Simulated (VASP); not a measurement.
# HgPt (P4/mmm) in VASP: notebook

The runs below take HgPt through single point, with LDA.

All numbers are computed with VASP 6.6.1; they aren't measurements. Logs are shortened: lines on timing, memory, paths and dates and some standing lists are left out, and cuts for length are marked.

### 1 The cell of the first run

The structure is tetragonal, space group P4/mmm (No. 123). The conventional cell has a = 2.685 Å, b = 2.685 Å, c = 3.541 Å, α = 90.00°, β = 90.00°, γ = 90.00°. Hg (site symmetry 4/mmm) has 8 Pt at 2.60 Å and 4 Hg at 2.68 Å within 3.4 Å. Pt (site symmetry 4/mmm) has 8 Hg at 2.60 Å and 4 Pt at 2.68 Å within 3.4 Å.

### 2 Single point, LDA (12.76 Å³/atom)

File INCAR:

```
PREC = Accurate
ENCUT = 500
EDIFF = 1E-6
ISMEAR = -1
SIGMA = 0.05
LREAL = False
LASPH = True
NELM = 120
ALGO = Normal
ISIF = 2
LWAVE = False
LCHARG = False
GGA = CA
NBANDS = 18
GGA_COMPAT = False
```

File KPOINTS:

```
Automatic mesh
0
Gamma
  12 12 9
```

File POSCAR:

```
HgPt
1.0
    2.6847207018      0.0000000000      0.0000000000
    0.0000000000      2.6847207018      0.0000000000
    0.0000000000      0.0000000000      3.5406592716
Hg Pt
1 1
Direct
    0.0000000000      0.0000000000      0.0000000000
    0.5000000000      0.5000000000      0.5000000000
```

Potentials or basis: VASP PAW LDA potentials, release 64 (Hg, Pt).

Started as:

```
cat potpaw_LDA.64/Hg/POTCAR potpaw_LDA.64/Pt/POTCAR > POTCAR
mpirun -np 1 vasp_std > vasp.out
```

OUTCAR:

```text
PREC = Accurate
   ENCUT = 500
   EDIFF = 1E-6
   ISMEAR = -1
   LREAL = False
   LASPH = True
   NELM = 120
   ISIF = 2
   GGA = CA

 ion  position               nearest neighbor table
   1  0.000  0.000  0.000-   2 2.60   2 2.60   2 2.60   2 2.60   2 2.60   2 2.60   2 2.60   2 2.60

   2  0.500  0.500  0.500-   1 2.60   1 2.60   1 2.60   1 2.60   1 2.60   1 2.60   1 2.60   1 2.60

  LATTYP: Found a simple tetragonal cell.
 ALAT       =     2.6847207018
 C/A-ratio  =     1.3188184787

  Lattice vectors:

 A1 = (   2.6847207018,   0.0000000000,   0.0000000000)
 A2 = (   0.0000000000,   2.6847207018,   0.0000000000)
 A3 = (   0.0000000000,   0.0000000000,   3.5406592716)

Analysis of symmetry for initial positions (statically):
=====================================================================
 Subroutine PRICEL returns:
 Original cell was already a primitive cell.

 Routine SETGRP: Setting up the symmetry group for a
 simple tetragonal supercell.

 Subroutine GETGRP returns: Found 16 space group operations
 (whereof 16 operations were pure point group operations)
 out of a pool of 16 trial point group operations.

The static configuration has the point symmetry D_4h.

Analysis of symmetry for dynamics (positions and initial velocities):
=====================================================================
 Subroutine PRICEL returns:
 Original cell was already a primitive cell.

 Routine SETGRP: Setting up the symmetry group for a
 simple tetragonal supercell.

 Subroutine GETGRP returns: Found 16 space group operations
 (whereof 16 operations were pure point group operations)
 out of a pool of 16 trial point group operations.

The dynamic configuration has the point symmetry D_4h.

 Subroutine INISYM returns: Found 16 space group operations
 (whereof 16 operations are pure point group operations),
 and found     1 'primitive' translations

----------------------------------------------------------------------------------------

                                     Primitive cell

  volume of cell :      25.5201

  direct lattice vectors                    reciprocal lattice vectors
     2.684720702  0.000000000  0.000000000     0.372478224  0.000000000  0.000000000
     0.000000000  2.684720702  0.000000000     0.000000000  0.372478224  0.000000000
     0.000000000  0.000000000  3.540659272     0.000000000  0.000000000  0.282433277

  length of vectors
     2.684720702  2.684720702  3.540659272     0.372478224  0.372478224  0.282433277

  position of ions in fractional coordinates (direct lattice)
     0.000000000  0.000000000  0.000000000
     0.500000000  0.500000000  0.500000000

  ion indices of the primitive-cell ions
   primitive index   ion index
                 1           1
                 2           2

----------------------------------------------------------------------------------------

 KPOINTS: Automatic mesh

Automatic generation of k-mesh.
 Grid dimensions read from file:
 generate k-points for:   12   12    9

 Generating k-lattice:

  Cartesian coordinates                     Fractional coordinates (reciprocal lattice)
     0.031039852  0.000000000  0.000000000     0.083333333  0.000000000  0.000000000
     0.000000000  0.031039852  0.000000000     0.000000000  0.083333333  0.000000000
     0.000000000  0.000000000  0.031381475     0.000000000  0.000000000  0.111111111

  Length of vectors
     0.031039852  0.031039852  0.031381475

  Shift w.r.t. Gamma in fractional coordinates (k-lattice)
     0.000000000  0.000000000  0.000000000

 Subroutine IBZKPT returns following result:
 ===========================================

 Found    140 irreducible k-points:

 Following reciprocal coordinates:
            Coordinates               Weight
  0.000000  0.000000  0.000000      1.000000
  0.083333  0.000000  0.000000      4.000000
  0.166667  0.000000  0.000000      4.000000
  0.250000  0.000000  0.000000      4.000000
  0.333333  0.000000  0.000000      4.000000
  0.416667  0.000000  0.000000      4.000000
[... 16 lines left out ...]
  0.333333  0.333333  0.000000      4.000000
  0.416667  0.333333  0.000000      8.000000
 [... further k-points ...]
   k-points           NKPTS =    140   k-points in BZ     NKDIM =    140   number of bands    NBANDS=     18
   number of dos      NEDOS =    301   number of ions     NIONS =      2
   total plane-waves  NPLWV =  11200
   dimension x,y,z NGX =    20 NGY =   20 NGZ =   28
   dimension x,y,z NGXF=    40 NGYF=   40 NGZF=   56
   ions per type =               1   1
   NGX,Y,Z   is equivalent  to a cutoff of  12.38, 12.38, 13.15 a.u.
   NGXF,Y,Z  is equivalent  to a cutoff of  24.77, 24.77, 26.29 a.u.
 SYSTEM =  unknown system
   PREC   = accura    normal or accurate (medium, high low for compatibility)
   ISTART =      0    job   : 0-new  1-cont  2-samecut
   ICHARG =      2    charge: 1-file 2-atom 10-const
   ISPIN  =      1    spin polarized calculation?
   LNONCOLLINEAR =      F non collinear calculations
   LSORBIT =      F    spin-orbit coupling
   LASPH  =      T    aspherical Exc in radial PAW
   ENCUT  =  500.0 eV  36.75 Ry    6.06 a.u.   4.89  4.89  6.46*2*pi/ulx,y,z
   NELM   =    120;   NELMIN=  2; NELMDL= -5     # of ELM steps
   EDIFF  = 0.1E-05   stopping-criterion for ELM
   LREAL  =      F    real-space projection
   EDIFFG = 0.1E-04   stopping-criterion for IOM
   NSW    =      0    number of steps for IOM
   IBRION =     -1    ionic relax: 0-MD 1-quasi-New 2-CG
   NFREE  =      0    steps in history (QN), initial steepest desc. (CG)
   ISIF   =      2    stress and relaxation
   ISYM   =      2    0-nonsym 1-usesym 2-fastsym
   POTIM  = 0.5000    time-step for ionic-motion
   TEBEG  =    0.0;   TEEND  =   0.0 temperature during run
   PSTRESS=    0.0 pullay stress
   NELECT =      22.0000    total number of electrons
   NUPDOWN=      -1.0000    fix difference up-down
   EMIN   =  10.00;   EMAX   =-10.00  energy-range for DOS
   EFERMI =   0.00;   METHOD = LEGACY
   ISMEAR =    -1;   SIGMA  =   0.05  broadening in eV -4-tet -1-fermi 0-gaus
   EFERMI_NEDOS =   21; number of points for ismear=-14 and -15
   IALGO  =     38    algorithm
   IMIX   =      4    mixing-type and parameters
     AMIX     =   0.40;   BMIX     =  1.00
     AMIX_MAG =   1.60;   BMIX_MAG =  1.00
  volume/ion in A,a.u.               =      12.76        86.11
  Fermi-wavevector in a.u.,A,eV,Ry     =   1.558075  2.944334 33.029459  2.427597
  Thomas-Fermi vector in A             =   2.661632
   LORBIT       =      0    0 simple, 1 ext, 2 COOP (PROOUT), +10 PAW based schemes
   GGA     = CA    functional components
   LHFCALC =     F    Hartree Fock is set to
   AEXX    =    0.0000 exact exchange contribution
   IVDW    =     0    specifies the selected vdW correction
   LEPSILON=     F    determine dielectric tensor
   LRPA    =     F    only Hartree local field effects (RPA)
 non-spin polarized calculation
  energy-cutoff  :      500.00
  volume of cell :       25.52
 maximum number of plane-waves:       676
 NGX is ok and might be reduce to    20
   NGX =  9   NGY =  9   NGZ = 13

 number of electron      22.0000006 magnetization

 Free energy of the ion-electron system (eV)
  ---------------------------------------------------
  ext. energy  EPLUGINS =         0.00000000
  ---------------------------------------------------
  free energy    TOTEN  =        -6.23363359 eV

  energy without entropy =       -6.23069702  energy(sigma->0) =       -6.23216531

 E-fermi :  12.3700     XC(G=0): -14.6850

 val. band max:       12.2914167441   @ k =   0.3333   0.3333   0.3333
 cond. band min:      12.3767103767   @ k =   0.5000   0.0000   0.3333
 fundamental gap:      0.0852936326
 Fermi energy:        12.3699700265

 k-point     1 :       0.0000    0.0000    0.0000
  band No.  band energies     occupation
      1      -2.0033      2.00000
      2       0.4416      2.00000
      3       0.5323      2.00000
      4       3.3707      2.00000
      5       3.3707      2.00000
      6       4.7452      2.00000
[... 10 lines left out ...]
     17      31.0720      0.00000
     18      31.0720      0.00000

 k-point     2 :       0.0833    0.0000    0.0000
  band No.  band energies     occupation
      1      -1.7982      2.00000
      2       0.5406      2.00000
      3       0.6763      2.00000
      4       3.2804      2.00000
      5       3.4221      2.00000
      6       4.6517      2.00000
[... 10 lines left out ...]
     17      30.3037      0.00000
     18      31.4961      0.00000

 k-point     3 :       0.1667    0.0000    0.0000
  band No.  band energies     occupation
      1      -1.2149      2.00000
      2       0.7662      2.00000
      3       1.1464      2.00000
      4       3.0426      2.00000
      5       3.5680      2.00000
      6       4.4038      2.00000
[... 10 lines left out ...]
     17      28.9051      0.00000
     18      32.4731      0.00000

 k-point     4 :       0.2500    0.0000    0.0000
  band No.  band energies     occupation
      1      -0.3668      2.00000
      2       1.1244      2.00000
      3       1.8517      2.00000
      4       2.7368      2.00000
      5       3.7821      2.00000
      6       4.0816      2.00000
[... 375 lines left out ...]
      4       2.0175      2.00000
      5       3.2771      2.00000
      6       6.7626      2.00000
[... 10 lines left out ...]
     17      24.9508      0.00000
     18      26.3807      0.00000

 k-point    23 :       0.3333    0.3333    0.0000
  band No.  band energies     occupation
      1       0.7591      2.00000
      2       1.4602      2.00000
      3       1.6673      2.00000
      4       1.9044      2.00000
      5       3.9687      2.00000
      6       5.3901      2.00000
[... 10 lines left out ...]
     17      26.1857      0.00000
     18      26.9697      0.00000

 k-point    24 :       0.4167    0.3333    0.0000
  band No.  band energies     occupation
      1       0.5324      2.00000
      2       1.2640      2.00000
      3       1.5344      2.00000
      4       1.5450      2.00000
      5       4.4728      2.00000
      6       6.6753      2.00000
[... 10 lines left out ...]
     17      25.2971      0.00000
     18      25.6648      0.00000

 [... further k-points ...]

------------------------ aborting loop because EDIFF is reached ----------------------------------------

  FORCE on cell =-STRESS in cart. coord.  units (eV):
  Direction    XX          YY          ZZ          XY          YZ          ZX
  --------------------------------------------------------------------------------------
  -------------------------------------------------------------------------------------
  Total       18.9718237     18.9718237     19.1534553      0.0000000      0.0000000      0.0000000
  in kB     1191.0700508   1191.0700508   1202.4730605      0.0000000      0.0000000      0.0000000
  external PRESSURE =    1194.8710540 kB  Pullay stress =       0.0000000 kB

 VOLUME and BASIS-vectors are now :
 -----------------------------------------------------------------------------
  energy-cutoff  :      500.00
  volume of cell :       25.52
      direct lattice vectors                 reciprocal lattice vectors
     2.684720702  0.000000000  0.000000000     0.372478224  0.000000000  0.000000000
     0.000000000  2.684720702  0.000000000     0.000000000  0.372478224  0.000000000
     0.000000000  0.000000000  3.540659272     0.000000000  0.000000000  0.282433277

 POSITION                                       TOTAL-FORCE (eV/Angst)
 -----------------------------------------------------------------------------------
      0.00000      0.00000      0.00000         0.000000      0.000000      0.000000
      1.34236      1.34236      1.77033         0.000000      0.000000      0.000000
 -----------------------------------------------------------------------------------
    total drift:                               -0.000000      0.000000      0.000000

  FREE ENERGIE OF THE ION-ELECTRON SYSTEM (eV)
  ---------------------------------------------------
  free  energy   TOTEN  =        -6.2336335916 eV

  energy  without entropy=       -6.2306970244  energy(sigma->0) =       -6.23216531
```

It took 25 s on 1 thread of AMD EPYC 9R45 (Zen 5), shared host; peak memory 0.15 GiB.

Results:

| Property | Result |
| --- | --- |
| Free energy | -6.2336 eV |
| Pressure | 119.5 GPa |
| Band gap on the k mesh | zero (bands 11 and 12 overlap by 5.27 eV) |

Levels at points of the mesh, in eV from the Fermi level:
| k point | band 8 | band 9 | band 10 | band 11 | band 12 | band 13 | band 14 | band 15 |
| --- | --- | --- | --- | --- | --- | --- | --- | --- |
| (0.00, 0.00, 0.00) | -4.30 | -1.52 | -1.52 | -1.28 | 0.44 | 9.19 | 9.19 | 9.30 |
| (0.50, 0.00, 0.00) | -6.36 | -3.90 | -3.70 | -2.80 | 1.31 | 9.93 | 11.58 | 12.32 |
| (0.50, 0.50, 0.00) | -1.82 | -1.82 | -1.25 | -1.25 | 0.12 | 6.52 | 7.91 | 9.81 |

Caveat: the cell stands under pressure; spin-orbit coupling is left out, which moves the levels of the heavy elements.

(Part 1 of 2 ends here.)
